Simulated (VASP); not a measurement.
# Se (Fd-3m) in VASP: notebook, part 2 of 2

VASP 6.6.1. Earlier steps stand in the parts before.

### Step 4. Single point, PBE (volume scaled by 0.6)

File INCAR:

```
PREC = Accurate ; ENCUT = 520
EDIFF = 1E-7 ; ISMEAR = -1
SIGMA = 0.1 ; LREAL = False
LASPH = True ; NELM = 60
ALGO = Normal ; ISIF = 2
LWAVE = False ; LCHARG = False
GGA = PE ; NBANDS = 13
```

File KPOINTS:

```
Automatic mesh
0
Gamma
  11 11 11
```

File POSCAR:

```
Se
1.0
    0.0000000000      2.6700529516      2.6700529516
    2.6700529516      0.0000000000      2.6700529516
    2.6700529516      2.6700529516      0.0000000000
Se
2
Direct
   -0.1250000000     -0.1250000000     -0.1250000000
    0.1250000000      0.1250000000      0.1250000000
```

Potentials or basis: VASP PAW PBE potentials, release 64 (Se).

Launch:

```console
cat potpaw_PBE.64/Se/POTCAR > POTCAR
mpirun -np 1 vasp_std > vasp.out
```

OUTCAR:

```text
PREC = Accurate
   ENCUT = 520
   EDIFF = 1E-7
   ISMEAR = -1
   LREAL = False
   LASPH = True
   NELM = 60
   ISIF = 2
   GGA = PE

 ion  position               nearest neighbor table
   1  0.875  0.875  0.875-   2 2.31   2 2.31   2 2.31   2 2.31
   2  0.125  0.125  0.125-   1 2.31   1 2.31   1 2.31   1 2.31

  LATTYP: Found a face centered cubic cell.
 ALAT       =     5.3401059032

  Lattice vectors:

 A1 = (   0.0000000000,   2.6700529516,   2.6700529516)
 A2 = (   2.6700529516,   0.0000000000,   2.6700529516)
 A3 = (   2.6700529516,   2.6700529516,   0.0000000000)

Analysis of symmetry for initial positions (statically):
=====================================================================
 Subroutine PRICEL returns:
 Original cell was already a primitive cell.

 Routine SETGRP: Setting up the symmetry group for a
 face centered cubic supercell.

 Subroutine GETGRP returns: Found 48 space group operations
 (whereof 12 operations were pure point group operations)
 out of a pool of 48 trial point group operations.

The static configuration has the point symmetry D_3d.
[... 175 lines left out ...]
      5       2.0191      2.00000
      6       5.7151      2.00000
      7       5.7151      2.00000
      8       5.7151      2.00000
      9      11.7405      0.00000
     10      14.4636      0.00000
     11      14.4636      0.00000
     12      17.1404      0.00000
     13      17.1404      0.00000
[... 354 lines left out ...]
  band No.  band energies     occupation
      1     -11.2258      2.00000
      2      -4.4756      2.00000
      3      -0.2412      2.00000
      4       1.2928      2.00000
      5       3.8984      2.00000
      6       6.9268      1.97679
      7       7.0263      1.93841
      8       8.4407      0.00005
      9      12.6170      0.00000
     10      14.5401      0.00000
     11      14.5796      0.00000
     12      17.9527      0.00000
     13      19.9003      0.00000

 [... further k-points ...]

------------------------ aborting loop because EDIFF is reached ----------------------------------------

  FORCE on cell =-STRESS in cart. coord.  units (eV):
  Direction    XX          YY          ZZ          XY          YZ          ZX
  --------------------------------------------------------------------------------------
  -------------------------------------------------------------------------------------
  Total       12.9917450     12.9917450     12.9917450      0.0000000      0.0000000      0.0000000
  in kB      546.7495737    546.7495737    546.7495737      0.0000000      0.0000000      0.0000000
  external PRESSURE =     546.7495737 kB  Pullay stress =       0.0000000 kB

 VOLUME and BASIS-vectors are now :
 -----------------------------------------------------------------------------
  energy-cutoff  :      520.00
  volume of cell :       38.07
      direct lattice vectors                 reciprocal lattice vectors
     0.000000000  2.670052952  2.670052952    -0.187262204  0.187262204  0.187262204
     2.670052952  0.000000000  2.670052952     0.187262204 -0.187262204  0.187262204
     2.670052952  2.670052952  0.000000000     0.187262204  0.187262204 -0.187262204

 POSITION                                       TOTAL-FORCE (eV/Angst)
 -----------------------------------------------------------------------------------
      4.67259      4.67259      4.67259         0.000000     -0.000000      0.000000
      0.66751      0.66751      0.66751        -0.000000      0.000000     -0.000000
 -----------------------------------------------------------------------------------
    total drift:                                0.000000     -0.000000     -0.000000

  FREE ENERGIE OF THE ION-ELECTRON SYSTEM (eV)
  ---------------------------------------------------
  free  energy   TOTEN  =        -3.1645637765 eV

  energy  without entropy=       -3.1130491814  energy(sigma->0) =       -3.13880648
```

stdout:

```text
POSCAR found type information on POSCAR Se
 POSCAR found :  1 types and       2 ions
 scaLAPACK will be used
 LDA part: xc-table for (Slater+PW92), standard interpolation
 POSCAR, INCAR and KPOINTS ok, starting setup
 FFT: planning ... GRIDC
 FFT: planning ... GRID_SOFT
 FFT: planning ... GRID
 WAVECAR not read
 entering main loop
```

It took 9.7 s on 1 thread of Intel Xeon 6975P-C (Granite Rapids), shared host; peak memory 0.16 GiB.

Results:

```yaml
Free_energy: -3.1646 eV
Pressure: 54.7 GPa
Band_gap_on_the_k_mesh: zero (band 6 reaches 8.36 eV, above the bottom of band 7 at 5.72 eV)
```

Levels at points of the mesh, in eV from the Fermi level:
| k point | band 4 | band 5 | band 6 | band 7 | band 8 | band 9 |
| --- | --- | --- | --- | --- | --- | --- |
| (0.00, 0.00, 0.00) | -5.35 | -5.35 | -1.66 | -1.66 | -1.66 | 4.37 |

### Step 5. Single point, PBE (volume scaled by 0.6)

File INCAR:

```
SYSTEM = Se
ALGO     = Normal         ! electronic algorithm
EDIFF    = 1E-7           ! SCF threshold, eV
ENCUT    = 520            ! plane-wave cutoff, eV
GGA      = PE             ! functional
ISIF     = 2              ! what is computed and relaxed
ISMEAR   = -1             ! smearing method
LASPH    = .TRUE.         ! aspherical terms in the spheres
LCHARG   = .TRUE.         ! write CHGCAR
LELF     = .TRUE.         ! ELF
LREAL    = .FALSE.        ! projectors in reciprocal space
LVHAR    = .TRUE.       
LWAVE    = .FALSE.        ! write WAVECAR
NBANDS   = 13             ! bands
NELM     = 60             ! most SCF steps
PREC     = Accurate       ! precision mode
SIGMA    = 0.1            ! smearing width, eV
```

File KPOINTS:

```
k-points
0
G
  11 11 11
  0 0 0
```

POSCAR is that of step 4.

Launch:

```console
cat potpaw_PBE.64/Se/POTCAR > POTCAR
mpirun -np 1 vasp_std > vasp.out
```

Run time: 10 s. Hardware: 1 thread of Intel Xeon 6975P-C (Granite Rapids), shared host; peak memory 0.16 GiB.

It converged, with:

```yaml
Free_energy: -3.1646 eV
Pressure: 54.7 GPa
Band_gap_on_the_k_mesh: zero (band 6 reaches 8.36 eV, above the bottom of band 7 at 5.72 eV)
```

Levels at points of the mesh, in eV from the Fermi level:
```tsv
k point	band 2	band 3	band 4	band 5	band 6	band 7	band 8	band 9	band 10	band 11
(0.00, 0.00, 0.00)	-7.83	-5.35	-5.35	-5.35	-1.66	-1.66	-1.66	4.37	7.09	7.09
```

### Step 6. Single point, PBE (volume scaled by 0.7)

File INCAR:

```
SYSTEM = Se
PREC = Accurate
ENCUT = 520
EDIFF = 1E-6
ISMEAR = -1
SIGMA = 0.1
LREAL = .FALSE.
LASPH = .TRUE.
NELM = 80
ALGO = Normal
ISIF = 2
LWAVE = .FALSE.
LCHARG = .FALSE.
GGA = PE
NBANDS = 13
```

File KPOINTS:

```
Automatic mesh
0
G
  11 11 11
  0 0 0
```

File POSCAR:

```
Se
1.0
    0.0000000000      2.8108357645      2.8108357645
    2.8108357645      0.0000000000      2.8108357645
    2.8108357645      2.8108357645      0.0000000000
Se
2
Direct
   -0.1250000000     -0.1250000000     -0.1250000000
    0.1250000000      0.1250000000      0.1250000000
```

Potentials or basis: VASP PAW PBE potentials, release 64 (Se).

Launch:

```console
cat potpaw_PBE.64/Se/POTCAR > POTCAR
mpirun -np 1 vasp_std > vasp.out
```

Run time: 14 s. Hardware: 1 thread of Intel Xeon 6975P-C (Granite Rapids), shared host; peak memory 0.17 GiB.

It converged, with:

```
Free energy            : -4.7621 eV
Pressure               : 28.5 GPa
Band gap on the k mesh : zero (band 6 reaches 6.20 eV, above the bottom of band 7 at 4.20 eV)
```

Levels at points of the mesh, in eV from the Fermi level:
```tsv
k point	band 4	band 5	band 6	band 7	band 8	band 9
(0.00, 0.00, 0.00)	-4.75	-4.75	-1.36	-1.36	-1.36	4.33
```

### Step 7. Overview

```tsv
cell	gap on the mesh (eV)	pressure (GPa)
a = 3.299 Å, angles 60.0°, 2 atoms	none	216.1
a = 3.553 Å, angles 60.0°, 2 atoms	none	105.5
a = 3.776 Å, angles 60.0°, 2 atoms	none	54.7
a = 3.975 Å, angles 60.0°, 2 atoms	none	28.5
```

Alike in all rows: task single point; level PBE; potentials or basis VASP PAW PBE potentials, release 64 (Se); no spin polarisation; k mesh 11 × 11 × 11; cutoff (eV) 520; smearing fermi-dirac 0.1 eV.

Absolute energies hang on the potentials; compare differences alone.
